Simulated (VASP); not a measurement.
**Ag: relaxation of cell and atoms with RPBE**

Ag:

```xyz
1
Lattice="-1.6557 1.6557 1.6557 1.6557 -1.6557 1.6557 1.6557 1.6557 -1.6557" Properties=species:S:1:pos:R:3 pbc="T T T"
Ag    0.0000    0.0000    0.0000
```

| Quantity | Value |
| --- | --- |
| Program | VASP 6.6.1 |
| Task | relaxation of cell and atoms |
| Functional | RPBE |
| Potentials or basis | VASP PAW PBE potentials, release 64 (Ag) |
| Cutoff | 600 eV |
| k mesh | 11 × 11 × 11 |
| Occupations | fermi-dirac, width 0.05 eV |
| Spin | no spin polarisation |
| Dipole correction | no |
| Further INCAR settings | ALGO = Normal; EDIFF = 1e-06; IBRION = 2; EDIFFG = -0.01; NSW = 60; ISIF = 3 |

```yaml
Relaxed_volume: 18.78 Å³/atom
Relaxed_cell: a = 2.900 Å, b = 2.900 Å, c = 2.900 Å, α = 109.47°, β = 109.47°, γ = 109.47°
Space_group_after_relaxing_to_0.05_Å: Im-3m (No. 229)
Energy_gained_by_relaxing: 5.5 meV/atom
Ionic_steps: 4
Pressure_after_relaxing: 0.1 GPa
```

The path:
```
step  energy change (eV)  largest force (eV/Å)  pressure (GPa)  volume (Å³)
   1              0.0000                0.0000            2.86        18.15
   2             -0.0050                0.0000           -0.81        19.02
   3             -0.0055                0.0000           -0.09        18.80
   4             -0.0055                0.0000            0.07        18.78
```

Final structure:
```
Ag
1.0
    -1.67448    1.67448    1.67448
     1.67448   -1.67448    1.67448
     1.67448    1.67448   -1.67448
Ag
1
Direct
  0.00000 0.00000 0.00000
```

Levels at points of the mesh, in eV from the Fermi level:
```
           k point  band 4  band 5  band 6  band 7  band 8  band 9
(0.00, 0.00, 0.00)   -4.61   -3.48   -3.48   17.60   17.60   17.60
```

Wall time 11 s on 1 thread of Intel(R) Xeon(R) Platinum 8488C (Sapphire Rapids), on a shared host, peak memory 0.14 GiB.

Caveat: the PAW data sets were made with another functional, which shifts forces and pressure a little.
